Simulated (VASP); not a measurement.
## Te: single point with LDA

The system is Te.

```
Te
1.0
     2.30590    1.33131    1.69095
    -2.30590    1.33131    1.69095
     0.00000   -2.66263    1.69095
Te
1
Direct
  0.50000 0.50000 0.50000
```

| Property | Result |
| --- | --- |
| Program | VASP 6.6.1 |
| Task | single point |
| Functional | LDA |
| Potentials or basis | VASP PAW LDA potentials, release 64 (Te) |
| Cutoff | 520 eV |
| k mesh | 9 × 9 × 9 |
| Occupations | fermi-dirac, width 0.05 eV |
| Spin | no spin polarisation |

* Pressure: -1.0 GPa
* Band gap on the k mesh: zero (bands 3 and 4 overlap by 4.86 eV)

Stress tensor (GPa, compression positive):
```
-1.14  0.00  0.00
 0.00 -1.14  0.00
 0.00  0.00 -0.79
```

Levels at points of the mesh, in eV from the Fermi level:
```
           k point  band 1  band 2  band 3  band 4  band 5  band 6  band 7
(0.00, 0.00, 0.00)  -13.98    0.96    1.42    1.42    6.09    6.09    6.57
```

Run time: 11 s on 1 thread of Intel Xeon 8259CL, with other jobs on the host, peak memory 0.14 GiB.

Caveat: spin-orbit coupling is left out, which moves the levels of the heavy elements.
